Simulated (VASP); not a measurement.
Crystal: SiBr5.

```xyz
6
Lattice="0.0000 5.3045 5.3045 5.3045 0.0000 5.3045 5.3045 5.3045 0.0000" Properties=species:S:1:pos:R:3 pbc="T T T"
Si    2.6522    2.6522    2.6522
Br    7.9567    7.9567    7.9567
Br    3.9242    1.3803    3.9242
Br    1.3803    1.3803    1.3803
Br    1.3803    3.9242    3.9242
Br    3.9242    3.9242    1.3803
```

The cell was generated, and may not be a known phase.

- Program: VASP 6.6.1
- Task: relaxation of cell and atoms
- Functional: PBE
- Potentials or basis: VASP PAW PBE potentials, release 64 (Si, Br)
- Cutoff: 600 eV
- k mesh: 6 × 6 × 6
- Occupations: gaussian, width 0.1 eV
- Spin: no spin polarisation

At the start: pressure 0.3 GPa; volume 49.75 Å³/atom.

Task: Where does the relaxation end?

Result: Over 16 steps the energy falls by 4.0 meV/atom and the volume is 56.52 Å³/atom (+13.6 %); space group F-43m (No. 216, to 0.1 Å) before and after.

Step by step:
| step | energy change (eV) | largest force (eV/Å) | pressure (GPa) | volume (Å³) |
| --- | --- | --- | --- | --- |
| 1 | 0.0000 | 0.0561 | 0.33 | 298.51 |
| 2 | -0.0035 | 0.1553 | -0.02 | 302.95 |
| 3 | -0.0038 | 0.1133 | 0.04 | 302.04 |
| 4 | -0.0062 | 0.1038 | 0.04 | 303.79 |
| 5 | -0.0124 | 0.0779 | 0.03 | 309.09 |
| 6 | -0.0202 | 0.0245 | 0.04 | 319.87 |
| 7 | -0.0226 | 0.0874 | 0.11 | 342.19 |
| 8 | -0.0206 | 0.1081 | -0.18 | 350.57 |
| 9 | -0.0231 | 0.0236 | 0.01 | 344.83 |
| 10 | -0.0231 | 0.0259 | 0.01 | 344.77 |
| 11 | -0.0230 | 0.0566 | 0.06 | 343.48 |
| 12 | -0.0231 | 0.0270 | 0.01 | 344.71 |
| 13 | -0.0233 | 0.0146 | 0.00 | 343.86 |
| 14 | -0.0235 | 0.0227 | -0.05 | 341.30 |
| 15 | -0.0236 | 0.0186 | -0.04 | 340.76 |
| 16 | -0.0237 | 0.0096 | -0.02 | 339.14 |

Final structure:
```cif
data_structure
_symmetry_space_group_name_H-M 'P 1'
_symmetry_Int_Tables_number 1
_cell_length_a 7.8276
_cell_length_b 7.8276
_cell_length_c 7.8276
_cell_angle_alpha 60.000
_cell_angle_beta 60.000
_cell_angle_gamma 60.000
_cell_volume 339.14
loop_
_atom_site_label
_atom_site_type_symbol
_atom_site_fract_x
_atom_site_fract_y
_atom_site_fract_z
_atom_site_occupancy
Si1 Si 0.25000 0.25000 0.25000 1
Br1 Br 0.75000 0.75000 0.75000 1
Br2 Br 0.13469 0.59594 0.13469 1
Br3 Br 0.13469 0.13469 0.13469 1
Br4 Br 0.59594 0.13469 0.13469 1
Br5 Br 0.13469 0.13469 0.59594 1
```

Caveat: an odd number of electrons without spin polarisation forces a metal; a magnetic or distorted state may lie lower.
